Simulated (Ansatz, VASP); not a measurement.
## Ni: VASP beside Ansatz

File INCAR:

```
PREC = Accurate
ENCUT = 520
EDIFF = 1E-6
ISMEAR = 0
SIGMA = 0.15
LREAL = F
LASPH = T
NELM = 150
ALGO = Fast
ISIF = 2
LWAVE = F
LCHARG = F
ISPIN = 2
MAGMOM = 0.73 0.73
LORBIT = 11
LMAXMIX = 4
GGA = PS
NBANDS = 21
```

Contents of KPOINTS:

```
Automatic mesh
0
Gamma
  24 24 18
```

Contents of POSCAR:

```
Ni
1.0
    0.0000000000     -1.7315750128     -1.7315750128
    0.0000000000      1.7315750128     -1.7315750128
    3.4631500256      0.0000000000      0.0000000000
Ni
2
Direct
    0.5000000000      0.5000000000      0.5324848762
    0.0000000000      0.0000000000     -0.0324848762
```

Input for Ansatz:

```yaml
crystal:
  lattice:
    - [0.0, -1.7315750128, -1.7315750128]
    - [0.0, 1.7315750128, -1.7315750128]
    - [3.4631500256, 0.0, 0.0]
  atoms:
    - { symbol: Ni, position: [0.5, 0.5, 0.5324848762], spin: 0.73 }
    - { symbol: Ni, position: [0.0, 0.0, -0.0324848762], spin: 0.73 }
basis:
  ecutwfc: 420
kpoints:
  mp_grid: { grid: [24, 24, 18] }
hamiltonian:
  xc: pbesol
scf:
  occupations: { method: gaussian, width: 0.15 }
output:
  forces: true
  stress: true
  eigenvalues: true
  populations: true
magnetization:
  spin_polarized: true
```

Change from the starting cell: mode 6 (303.5 1/cm) frozen in, largest displacement +0.113 Å.

Alike in both runs: task single point; functional PBEsol; k mesh 24 × 24 × 18; occupations gaussian, width 0.15 eV; collinear spin.

```csv
,VASP,Ansatz
version,VASP 6.6.1,Ansatz 0.2.0
potentials or method,"VASP PAW PBE potentials, release 64 (Ni), cutoff 520 eV","scalar-relativistic, plane waves, PAW"
valence electrons in the cell,20,36
```

|  | VASP | Ansatz | Ansatz less VASP |
| --- | --- | --- | --- |
| gap on the k mesh at the Fermi level (eV) | none | none | - |
| pressure (GPa) | 7.4 | 7.6 | +0.22 |
| traceless stress, the component that is largest in VASP (GPa) | -0.80 | -0.78 | +0.019 |
| rms of the force components (eV/Å) | 1.334 | 1.349 | +0.0150 |
| net moment per atom (μB) | 0.61 | 0.62 | +0.012 |
| size of the moment on the site where the two differ most (μB) | 0.61 | 0.66 | +0.044 |

VASP's potentials were made for PBE, not for PBEsol. Site moments also hang on the region over which each program counts them. Atom by atom the forces differ by 0.015 eV/Å (rms over components). A gap of «none» marks a metal or a gap that the smearing closes. With one functional, cell and mesh, what is left measures potentials, basis and numerics. VASP's potentials hold 20 valence electrons a cell and Ansatz's 36, so a difference there can come from the potentials and not from the codes.
